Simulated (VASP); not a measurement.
A run of VASP 6.6.1 is set up as follows.

File POSCAR:

```
WSe2
1.0
    3.3214639520      0.0000000000      0.0000000000
   -1.6607319760      2.8764721601      0.0000000000
    0.0000000000      0.0000000000     14.4807329155
W Se
2 4
Direct
    0.3333333333      0.6666666667      0.2500000000
    0.6666666667      0.3333333333      0.7500000000
    0.3333333333      0.6666666667      0.6353279258
    0.6666666667      0.3333333333      0.1353279258
    0.3333333333      0.6666666667      0.8646720742
    0.6666666667      0.3333333333      0.3646720742
```

The input INCAR.step1:

```
  PREC = Accurate
  ENCUT = 520
  ISMEAR = 0
  SIGMA = 0.02
  LREAL = F
  LASPH = T
  NELM = 100
  NBANDS = 35
  GGA = PE
  ALGO = Normal
  EDIFF = 1E-4
  LWAVE = T
  LCHARG = F
```

INCAR.step2

```
  PREC = Accurate
  ENCUT = 520
  EDIFF = 1E-6
  ISMEAR = 0
  SIGMA = 0.02
  LREAL = F
  LASPH = T
  NELM = 100
  ALGO = Normal
  ISIF = 2
  LWAVE = F
  LCHARG = F
  METAGGA = R2SCAN
  LMIXTAU = T
  NBANDS = 35
  ISTART = 1
```

KPOINTS

```
Automatic mesh
0
Gamma
  12 12 2
```

Potentials or basis: VASP PAW PBE potentials, release 64 (W_sv, Se).

Run with:

```bash
$ cat potpaw_PBE.64/W_sv/POTCAR potpaw_PBE.64/Se/POTCAR > POTCAR
$ cp INCAR.step1 INCAR
$ mpirun -np 1 vasp_std > vasp.out
$ cp INCAR.step2 INCAR
$ mpirun -np 1 vasp_std > vasp.out
```

(1) Estimate the pressure.

(2) Predict the band gap on the k mesh.

Answers

(1) -0.3 GPa.

(2) 1.52 eV (least direct gap 1.59 eV).

Caveat: the PAW data sets were made with another functional, which shifts forces and pressure a little; spin-orbit coupling is left out, which moves the levels of the heavy elements.
